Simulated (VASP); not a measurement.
HgTe: relaxation of the atoms with r2SCAN

The system is HgTe.

```
Hg Te
1.0
     0.00000    3.32928    3.32928
     3.32928    0.00000    3.32928
     3.32928    3.32928    0.00000
Hg Te
1 1
Direct
  0.00000 0.00000 0.00000
  0.25000 0.25000 0.25000
```

* Program: VASP 6.6.1
* Task: relaxation of the atoms
* Functional: r2SCAN
* Potentials or basis: VASP PAW PBE potentials, release 64 (Hg, Te)
* Cutoff: 520 eV
* k mesh: 9 × 9 × 9
* Occupations: fermi-dirac, width 0.1 eV
* Spin: no spin polarisation
* Dipole correction: no
* Further INCAR settings: ALGO = Normal; EDIFF = 1e-06; IBRION = 2; EDIFFG = -0.01; NSW = 50

The pressure after relaxing is -1.4 GPa. The band gap on the k mesh is zero (filled and empty bands touch).

Final structure:
```xyz
2
Lattice="0.0000 3.3293 3.3293 3.3293 0.0000 3.3293 3.3293 3.3293 0.0000" Properties=species:S:1:pos:R:3 pbc="T T T"
Hg    0.0000    0.0000    0.0000
Te    1.6646    1.6646    1.6646
```

Levels at points of the mesh, in eV from the Fermi level:
| k point | band 6 | band 7 | band 8 | band 9 | band 10 | band 11 | band 12 | band 13 |
| --- | --- | --- | --- | --- | --- | --- | --- | --- |
| (0.00, 0.00, 0.00) | -6.91 | -0.87 | -0.23 | -0.23 | -0.23 | 4.50 | 4.50 | 4.50 |

It took 62 s on 1 thread of Intel(R) Xeon(R) Platinum 8488C (Sapphire Rapids), with other jobs on the host, peak memory 0.24 GiB.

Caveat: the relaxation stopped at its first step, so nothing moved; semilocal functionals underestimate gaps, and a narrow one can read as zero; the PAW data sets were made with another functional, which shifts forces and pressure a little; spin-orbit coupling is left out, which moves the levels of the heavy elements.
